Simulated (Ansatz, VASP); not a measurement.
# Two plane-wave programs on AlFe3B

```
Fe Al B
1.0
     3.82232    0.00000    0.00000
     0.00000    3.82232    0.00000
     0.00000    0.00000    3.82232
Fe Al B
3 1 1
Direct
  0.00000 0.00000 0.50000
  0.00000 0.50000 0.00000
  0.50000 0.00000 0.00000
  0.50000 0.50000 0.50000
  0.00000 0.00000 0.00000
```

Alike in both runs: task single point; functional PBE; k mesh 7 × 7 × 7; occupations fermi-dirac, width 0.05 eV; collinear spin.

|  | VASP | Ansatz |
| --- | --- | --- |
| version | VASP 6.6.1 | Ansatz 0.2.0 |
| potentials or method | VASP PAW PBE potentials, release 64 (Fe, Al, B) | Ansatz PAW |
| plane-wave cutoff (eV) | 520 | 420 |
| valence electrons in the cell | 30 | 54 |

Ansatz gave:

* gap on the k mesh at the Fermi level (eV): none
* pressure (GPa): -1.2
* net moment per atom (μB): 0.82
* size of the moment on the site where the two differ most (μB): 1.38

Problem. Estimate VASP's values.

Solution. gap on the k mesh at the Fermi level (eV): none; pressure (GPa): -0.8; net moment per atom (μB): 0.82; size of the moment on the site where the two differ most (μB): 1.48.

Site moments also hang on the region over which each program counts them. A gap of «none» marks a metal or a gap that the smearing closes. VASP's potentials hold 30 valence electrons a cell and Ansatz's 54, so a difference there can come from the potentials and not from the codes.
